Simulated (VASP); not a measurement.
**SnO2 (fluorite type): density of states with PBE**

Crystal: SnO2 (fluorite type).

```
CELL_PARAMETERS angstrom
0.00000 2.57159 2.57159
2.57159 0.00000 2.57159
2.57159 2.57159 0.00000
ATOMIC_POSITIONS crystal
Sn 0.00000 0.00000 0.00000
O 0.25000 0.25000 0.25000
O 0.75000 0.75000 0.75000
```

- Program: VASP 6.6.1
- Task: density of states
- Functional: PBE
- Potentials or basis: VASP PAW PBE potentials, release 64 (Sn_d, O)
- Cutoff: 520 eV
- k mesh: 12 × 12 × 12
- Occupations: fermi-dirac, width 0.08 eV
- Spin: no spin polarisation
- Dipole correction: no
- k mesh for the DOS: 18 × 18 × 18
- Occupations for the DOS: tetrahedron
- Further INCAR settings: ALGO = Normal; EDIFF = 1e-06; NBANDS = 20

```json
{
 "Valence electrons inside the program's atomic spheres": "Sn 12.02; O 5.03"
}
```

Levels at points of the mesh, in eV from the Fermi level:
```csv
k point,band 10,band 11,band 12,band 13,band 14,band 15,band 16,band 17
"(0.00, 0.00, 0.00)",-2.79,-1.30,-1.30,-1.30,-0.15,6.99,6.99,6.99
"(0.50, 0.00, 0.00)",-3.23,-3.23,-2.02,-2.02,4.52,7.86,10.07,10.07
"(0.50, 0.50, 0.00)",-5.26,-0.18,-0.18,-0.08,3.08,6.89,9.78,11.80
```

It took 74 s on 1 thread of Intel(R) Xeon(R) Platinum 8488C (Sapphire Rapids), with other jobs on the host, peak memory 0.24 GiB.

Caveat: spin-orbit coupling is left out, which moves the levels of the heavy elements.
